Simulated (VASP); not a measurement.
# Ti3Al5 (P4/mmm) in VASP: single point with PBEsol

Aim: the single point of Ti3Al5 with PBEsol.

Everything below comes from runs of VASP 6.6.1. Logs are shortened: lines on timing, memory, paths and dates and some standing lists are left out, and cuts for length are marked.

**1. The cell of the first run**

Symmetry: P4/mmm, No. 123, tetragonal system. The conventional cell has a = 3.895 Å, b = 3.895 Å, c = 8.326 Å, α = 90.00°, β = 90.00°, γ = 90.00°. Ti (site symmetry 4/mmm) has 4 Ti at 2.75 Å and 8 Al at 2.85 Å within 3.6 Å. Ti (site symmetry 4/mmm) has 12 Al at 2.75 to 2.85 Å within 3.6 Å. Within 3.6 Å of Ti (site symmetry 4/mmm) lie 4 Ti at 2.75 Å and 8 Al at 2.85 Å. Within 3.6 Å of Al (site symmetry 2mm) lie 6 Al at 2.75 to 2.85 Å and 6 Ti at 2.85 Å. Within 3.6 Å of Al (site symmetry 4/mmm) lie 4 Ti at 2.75 Å and 8 Al at 2.85 Å.

**2. Single point, PBEsol**

File POSCAR:

```
Ti3Al5
1.0
    3.8953831800      0.0000000000      0.0000000000
    0.0000000000      3.8953831800      0.0000000000
    0.0000000000      0.0000000000      8.3260242100
Ti Al
3 5
Direct
    0.0000000000      0.0000000000      0.5000000000
    0.5000000000      0.5000000000      0.0000000000
    0.5000000000      0.5000000000      0.5000000000
    0.0000000000      0.5000000000      0.2504879700
    0.0000000000      0.5000000000      0.7495120300
    0.5000000000      0.0000000000      0.2504879700
    0.5000000000      0.0000000000      0.7495120300
    0.0000000000      0.0000000000      0.0000000000
```

File INCAR.step1:

```
PREC = Accurate
ENCUT = 520
EDIFF = 1E-6
ISMEAR = 0
SIGMA = 0.05
LREAL = F
LASPH = T
NELM = 100
ALGO = Fast
ISIF = 2
LWAVE = F
LCHARG = T
LMAXMIX = 4
GGA = PS
NBANDS = 36
```

File KPOINTS.step1:

```
Automatic mesh
0
Gamma
  10 10 4
```

File INCAR.step2:

```
PREC = Accurate
ENCUT = 520
EDIFF = 1E-6
ISMEAR = -5
SIGMA = 0.05
LREAL = F
LASPH = T
NELM = 100
ALGO = Fast
ISIF = 2
LWAVE = F
LCHARG = F
LMAXMIX = 4
GGA = PS
LORBIT = 11
NBANDS = 36
NEDOS = 1001
ICHARG = 11
```

File KPOINTS.step2:

```
Automatic mesh
0
Gamma
  15 15 6
```

Potentials or basis: VASP PAW PBE potentials, release 64 (Ti_sv, Al).

Run with:

```bash
cat potpaw_PBE.64/Ti_sv/POTCAR potpaw_PBE.64/Al/POTCAR > POTCAR
cp INCAR.step1 INCAR
cp KPOINTS.step1 KPOINTS
mpirun -np 1 vasp_std > vasp.out
cp INCAR.step2 INCAR
cp KPOINTS.step2 KPOINTS
mpirun -np 1 vasp_std > vasp.out
```

OUTCAR:

```text
PREC = Accurate
   ENCUT = 520
   EDIFF = 1E-6
   ISMEAR = -5
   LREAL = F
   LASPH = T
   NELM = 100
   ISIF = 2
   GGA = PS
   LORBIT = 11
   ICHARG = 11

 ion  position               nearest neighbor table
   1  0.000  0.000  0.500-   3 2.75   3 2.75   3 2.75   3 2.75   7 2.85   4 2.85   4 2.85   5 2.85
                             5 2.85   6 2.85   7 2.85   6 2.85
   2  0.500  0.500  0.000-   8 2.75   8 2.75   8 2.75   8 2.75   4 2.85   6 2.85   7 2.85   5 2.85
                             4 2.85   5 2.85   6 2.85   7 2.85
   3  0.500  0.500  0.500-   1 2.75   1 2.75   1 2.75   1 2.75   7 2.85   4 2.85   6 2.85   7 2.85
                             5 2.85   4 2.85   5 2.85   6 2.85
   4  0.000  0.500  0.250-   6 2.75   6 2.75   6 2.75   6 2.75   3 2.85   3 2.85   1 2.85   1 2.85
                             2 2.85   2 2.85   8 2.85   8 2.85
   5  0.000  0.500  0.750-   7 2.75   7 2.75   7 2.75   7 2.75   3 2.85   3 2.85   1 2.85   1 2.85
                             2 2.85   2 2.85   8 2.85   8 2.85
   6  0.500  0.000  0.250-   4 2.75   4 2.75   4 2.75   4 2.75   3 2.85   1 2.85   1 2.85   3 2.85
                             2 2.85   2 2.85   8 2.85   8 2.85
   7  0.500  0.000  0.750-   5 2.75   5 2.75   5 2.75   5 2.75   3 2.85   1 2.85   1 2.85   3 2.85
                             2 2.85   2 2.85   8 2.85   8 2.85
   8  0.000  0.000  0.000-   2 2.75   2 2.75   2 2.75   2 2.75   7 2.85   4 2.85   4 2.85   5 2.85
                             5 2.85   6 2.85   7 2.85   6 2.85

  LATTYP: Found a simple tetragonal cell.
 ALAT       =     3.8953831800
 C/A-ratio  =     2.1374082665

  Lattice vectors:

 A1 = (   3.8953831800,   0.0000000000,   0.0000000000)
 A2 = (   0.0000000000,   3.8953831800,   0.0000000000)
 A3 = (   0.0000000000,   0.0000000000,   8.3260242100)

Analysis of symmetry for initial positions (statically):
=====================================================================
 Subroutine PRICEL returns:
 Original cell was already a primitive cell.

 Routine SETGRP: Setting up the symmetry group for a
 simple tetragonal supercell.

 Subroutine GETGRP returns: Found 16 space group operations
 (whereof 16 operations were pure point group operations)
 out of a pool of 16 trial point group operations.

The static configuration has the point symmetry D_4h.

Analysis of symmetry for dynamics (positions and initial velocities):
=====================================================================
 Subroutine PRICEL returns:
 Original cell was already a primitive cell.

 Routine SETGRP: Setting up the symmetry group for a
 simple tetragonal supercell.

 Subroutine GETGRP returns: Found 16 space group operations
 (whereof 16 operations were pure point group operations)
 out of a pool of 16 trial point group operations.

The dynamic configuration has the point symmetry D_4h.

 Subroutine INISYM returns: Found 16 space group operations
 (whereof 16 operations are pure point group operations),
 and found     1 'primitive' translations

----------------------------------------------------------------------------------------

                                     Primitive cell

  volume of cell :     126.3392

  direct lattice vectors                    reciprocal lattice vectors
     3.895383180  0.000000000  0.000000000     0.256714155  0.000000000  0.000000000
     0.000000000  3.895383180  0.000000000     0.000000000  0.256714155  0.000000000
     0.000000000  0.000000000  8.326024210     0.000000000  0.000000000  0.120105344

  length of vectors
     3.895383180  3.895383180  8.326024210     0.256714155  0.256714155  0.120105344

  position of ions in fractional coordinates (direct lattice)
     0.000000000  0.000000000  0.500000000
     0.500000000  0.500000000  0.000000000
     0.500000000  0.500000000  0.500000000
     0.000000000  0.500000000  0.250487970
     0.000000000  0.500000000  0.749512030
     0.500000000  0.000000000  0.250487970
     0.500000000  0.000000000  0.749512030
     0.000000000  0.000000000  0.000000000

  ion indices of the primitive-cell ions
   primitive index   ion index
                 1           1
                 2           2
                 3           3
                 4           4
                 5           5
                 6           6
                 7           7
                 8           8

----------------------------------------------------------------------------------------

 KPOINTS: Automatic mesh

Automatic generation of k-mesh.
 Grid dimensions read from file:
 generate k-points for:   15   15    6

 Generating k-lattice:

  Cartesian coordinates                     Fractional coordinates (reciprocal lattice)
     0.017114277  0.000000000  0.000000000     0.066666667  0.000000000  0.000000000
     0.000000000  0.017114277  0.000000000     0.000000000  0.066666667  0.000000000
     0.000000000  0.000000000  0.020017557     0.000000000  0.000000000  0.166666667

  Length of vectors
     0.017114277  0.017114277  0.020017557

  Shift w.r.t. Gamma in fractional coordinates (k-lattice)
     0.000000000  0.000000000  0.000000000

 TETIRR: Found   2019 inequivalent tetrahedra from     8100

 Subroutine IBZKPT returns following result:
 ===========================================

 Found    144 irreducible k-points:

 Following reciprocal coordinates:
            Coordinates               Weight
  0.000000  0.000000  0.000000      1.000000
  0.066667  0.000000  0.000000      4.000000
  0.133333  0.000000  0.000000      4.000000
  0.200000  0.000000  0.000000      4.000000
  0.266667  0.000000  0.000000      4.000000
  0.333333  0.000000  0.000000      4.000000
[... 16 lines left out ...]
  0.266667  0.200000  0.000000      8.000000
  0.333333  0.200000  0.000000      8.000000
 [... further k-points ...]
   k-points           NKPTS =    144   k-points in BZ     NKDIM =    144   number of bands    NBANDS=     36
   number of dos      NEDOS =   1001   number of ions     NIONS =      8
   total plane-waves  NPLWV =  57600
   dimension x,y,z NGX =    30 NGY =   30 NGZ =   64
   dimension x,y,z NGXF=    60 NGYF=   60 NGZF=  128
   ions per type =               3   5
   NGX,Y,Z   is equivalent  to a cutoff of  12.80, 12.80, 12.78 a.u.
   NGXF,Y,Z  is equivalent  to a cutoff of  25.61, 25.61, 25.56 a.u.
 SYSTEM =  unknown system
   PREC   = accura    normal or accurate (medium, high low for compatibility)
   ISTART =      0    job   : 0-new  1-cont  2-samecut
   ICHARG =     11    charge: 1-file 2-atom 10-const
   ISPIN  =      1    spin polarized calculation?
   LNONCOLLINEAR =      F non collinear calculations
   LSORBIT =      F    spin-orbit coupling
   LASPH  =      T    aspherical Exc in radial PAW
   ENCUT  =  520.0 eV  38.22 Ry    6.18 a.u.   7.24  7.24 15.48*2*pi/ulx,y,z
   NELM   =    100;   NELMIN=  2; NELMDL=  0     # of ELM steps
   EDIFF  = 0.1E-05   stopping-criterion for ELM
   LREAL  =      F    real-space projection
[... 7 lines left out ...]
   TEBEG  =    0.0;   TEEND  =   0.0 temperature during run
   PSTRESS=    0.0 pullay stress
   NELECT =      51.0000    total number of electrons
   NUPDOWN=      -1.0000    fix difference up-down
   EMIN   =  10.00;   EMAX   =-10.00  energy-range for DOS
   EFERMI =   0.00;   METHOD = LEGACY
   ISMEAR =    -5;   SIGMA  =   0.05  broadening in eV -4-tet -1-fermi 0-gaus
   EFERMI_NEDOS =   21; number of points for ismear=-14 and -15
   IALGO  =     68    algorithm
   IMIX   =      4    mixing-type and parameters
     AMIX     =   0.40;   BMIX     =  1.00
     AMIX_MAG =   1.60;   BMIX_MAG =  1.00
  volume/ion in A,a.u.               =      15.79       106.57
  Fermi-wavevector in a.u.,A,eV,Ry     =   1.209908  2.286394 19.917248  1.463876
  Thomas-Fermi vector in A             =   2.345471
   LORBIT       =     11    0 simple, 1 ext, 2 COOP (PROOUT), +10 PAW based schemes
   GGA     = PS    functional components
   LHFCALC =     F    Hartree Fock is set to
   AEXX    =    0.0000 exact exchange contribution
   IVDW    =     0    specifies the selected vdW correction
   LEPSILON=     F    determine dielectric tensor
   LRPA    =     F    only Hartree local field effects (RPA)
 non-spin polarized calculation
 RMM-DIIS sequential band-by-band and
 Fermi weights with tetrahedron method with Bloechl corrections
  energy-cutoff  :      520.00
  volume of cell :      126.34
 maximum number of plane-waves:      3431
 NGX is ok and might be reduce to    30

 number of electron      50.9999991 magnetization

 Free energy of the ion-electron system (eV)
  ---------------------------------------------------
  ext. energy  EPLUGINS =         0.00000000
  ---------------------------------------------------
  free energy    TOTEN  =       -48.69697009 eV

  energy without entropy =      -48.69697009  energy(sigma->0) =      -48.69697009

 E-fermi :   8.4488     XC(G=0): -11.0450

 val. band max:        8.4839924239   @ k =   0.4000   0.1333   0.5000
 cond. band min:       8.3455179308   @ k =   0.1333   0.1333   0.0000
 fundamental gap:     -0.1384744931
 Fermi energy:         8.4488158694

 k-point     1 :       0.0000    0.0000    0.0000
  band No.  band energies     occupation
      1     -48.0296      2.00000
      2     -47.9092      2.00000
      3     -47.5722      2.00000
      4     -24.4369      2.00000
      5     -24.4282      2.00000
      6     -24.4282      2.00000
[... 28 lines left out ...]
     35      11.1590      0.00000
     36      12.0560      0.00000

 k-point     2 :       0.0667    0.0000    0.0000
  band No.  band energies     occupation
      1     -48.0296      2.00000
      2     -47.9085      2.00000
      3     -47.5730      2.00000
      4     -24.4363      2.00000
      5     -24.4292      2.00000
      6     -24.4281      2.00000
[... 28 lines left out ...]
     35      11.1960      0.00000
     36      12.0083      0.00000

 k-point     3 :       0.1333    0.0000    0.0000
  band No.  band energies     occupation
      1     -48.0294      2.00000
      2     -47.9062      2.00000
      3     -47.5751      2.00000
      4     -24.4345      2.00000
      5     -24.4320      2.00000
      6     -24.4279      2.00000
[... 28 lines left out ...]
     35      11.2649      0.00000
     36      11.8911      0.00000

 k-point     4 :       0.2000    0.0000    0.0000
  band No.  band energies     occupation
      1     -48.0293      2.00000
      2     -47.9029      2.00000
      3     -47.5783      2.00000
      4     -24.4361      2.00000
      5     -24.4320      2.00000
      6     -24.4276      2.00000
[... 28 lines left out ...]
     35      11.5534      0.00000
     36      11.6391      0.00000

 k-point     5 :       0.2667    0.0000    0.0000
  band No.  band energies     occupation
      1     -48.0290      2.00000
      2     -47.8990      2.00000
      3     -47.5820      2.00000
      4     -24.4408      2.00000
      5     -24.4290      2.00000
      6     -24.4273      2.00000
[... 655 lines left out ...]
 k-point    22 :       0.2000    0.2000    0.0000
  band No.  band energies     occupation
      1     -48.0289      2.00000
      2     -47.8985      2.00000
      3     -47.5822      2.00000
      4     -24.4357      2.00000
      5     -24.4350      2.00000
      6     -24.4285      2.00000
[... 28 lines left out ...]
     35      11.3963      0.00000
     36      11.6079      0.00000

 k-point    23 :       0.2667    0.2000    0.0000
  band No.  band energies     occupation
      1     -48.0287      2.00000
      2     -47.8958      2.00000
      3     -47.5846      2.00000
      4     -24.4400      2.00000
      5     -24.4349      2.00000
      6     -24.4264      2.00000
[... 28 lines left out ...]
     35      11.1932      0.00000
     36      11.7402      0.00000

 k-point    24 :       0.3333    0.2000    0.0000
  band No.  band energies     occupation
      1     -48.0285      2.00000
      2     -47.8932      2.00000
      3     -47.5870      2.00000
      4     -24.4444      2.00000
      5     -24.4345      2.00000
      6     -24.4244      2.00000
[... 28 lines left out ...]
     35      11.1511      0.00000
     36      11.5228      0.00000

 [... further k-points ...]
[... 5 lines left out ...]
  --------------------------------------------------------------------------------------
  -------------------------------------------------------------------------------------
  Total       -1.0466410     -1.0466410     -1.1662609      0.0000000      0.0000000      0.0000000
  in kB      -13.2730367    -13.2730367    -14.7900025      0.0000000      0.0000000      0.0000000
  external PRESSURE =     -13.7786919 kB  Pullay stress =       0.0000000 kB

 VOLUME and BASIS-vectors are now :
 -----------------------------------------------------------------------------
  energy-cutoff  :      520.00
  volume of cell :      126.34
      direct lattice vectors                 reciprocal lattice vectors
     3.895383180  0.000000000  0.000000000     0.256714155  0.000000000  0.000000000
     0.000000000  3.895383180  0.000000000     0.000000000  0.256714155  0.000000000
     0.000000000  0.000000000  8.326024210     0.000000000  0.000000000  0.120105344

 POSITION                                       TOTAL-FORCE (eV/Angst)
 -----------------------------------------------------------------------------------
      0.00000      0.00000      4.16301         0.000000      0.000000      0.000000
      1.94769      1.94769      0.00000         0.000000      0.000000      0.000000
      1.94769      1.94769      4.16301         0.000000      0.000000      0.000000
      0.00000      1.94769      2.08557         0.000000     -0.000000      0.118983
      0.00000      1.94769      6.24046         0.000000     -0.000000     -0.118983
      1.94769      0.00000      2.08557         0.000000      0.000000      0.118983
      1.94769      0.00000      6.24046         0.000000      0.000000     -0.118983
      0.00000      0.00000      0.00000         0.000000      0.000000      0.000000
 -----------------------------------------------------------------------------------
    total drift:                               -0.000000      0.000000     -0.000000

  FREE ENERGIE OF THE ION-ELECTRON SYSTEM (eV)
  ---------------------------------------------------
  free  energy   TOTEN  =       -48.6969700907 eV

  energy  without entropy=      -48.6969700907  energy(sigma->0) =      -48.69697009

 total charge

# of ion       s       p       d       tot
------------------------------------------
    1        2.208   6.128   1.998  10.335
    2        2.167   6.107   2.032  10.306
    3        2.214   6.113   1.984  10.311
    4        0.410   0.412   0.000   0.822
    5        0.410   0.412   0.000   0.822
    6        0.410   0.412   0.000   0.822
    7        0.410   0.412   0.000   0.822
    8        0.430   0.381   0.000   0.811
--------------------------------------------------
tot          8.659  20.378   6.014  35.050
```

Run time: 56 min. Hardware: 1 thread of Intel Xeon Platinum 8259CL at 2.50GHz (Skylake/Cascade Lake), shared host; peak memory 0.58 GiB.

Results:

| Property | Result |
| --- | --- |
| Valence electrons inside the program's atomic spheres | Ti 10.34, 10.31 (each value once); Al 0.82, 0.81 (each value once) |

Levels at points of the mesh, in eV from the Fermi level:
```
           k point  band 23  band 24  band 25  band 26  band 27  band 28
(0.00, 0.00, 0.00)    -0.96    -0.79    -0.17     0.17     0.17     0.65
(0.00, 0.00, 0.50)    -0.79    -0.45    -0.10     0.42     0.61     0.61
```

Caveat: the PAW data sets were made with another functional, which shifts forces and pressure a little.
